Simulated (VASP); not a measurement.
Au:

```xyz
1
Lattice="2.6500 0.0000 0.0000 0.0000 2.6500 0.0000 0.0000 0.0000 2.6500" Properties=species:S:1:pos:R:3 pbc="T T T"
Au    0.0000    0.0000    0.0000
```

This isn't the form of Au at room conditions, which is fcc.

* Program: VASP 6.6.1
* Task: relaxation of cell and atoms
* Functional: PBE
* Potentials or basis: VASP PAW PBE potentials, release 64 (Au)
* Cutoff: 600 eV
* k mesh: 17 × 17 × 17
* Occupations: methfessel-paxton, width 0.05 eV
* Spin: no spin polarisation

At the start: pressure 15.7 GPa; volume 18.61 Å³/atom.

**Question.** How do energy, volume and symmetry change on relaxing?

**Answer.** Over 4 steps the energy falls by 92.7 meV/atom and the volume is 20.74 Å³/atom (+11.4 %); space group Pm-3m (No. 221, to 0.1 Å) before and after.

Step by step:
```tsv
step	energy change (eV)	largest force (eV/Å)	pressure (GPa)	volume (Å³)
1	0.0000	0.0000	15.74	18.61
2	0.0298	0.0000	-10.06	23.98
3	-0.0926	0.0000	-0.36	20.80
4	-0.0927	0.0000	-0.07	20.74
```

Final structure:
```
Au
1.0
     2.74750    0.00000    0.00000
     0.00000    2.74750    0.00000
     0.00000    0.00000    2.74750
Au
1
Direct
  0.00000 0.00000 0.00000
```
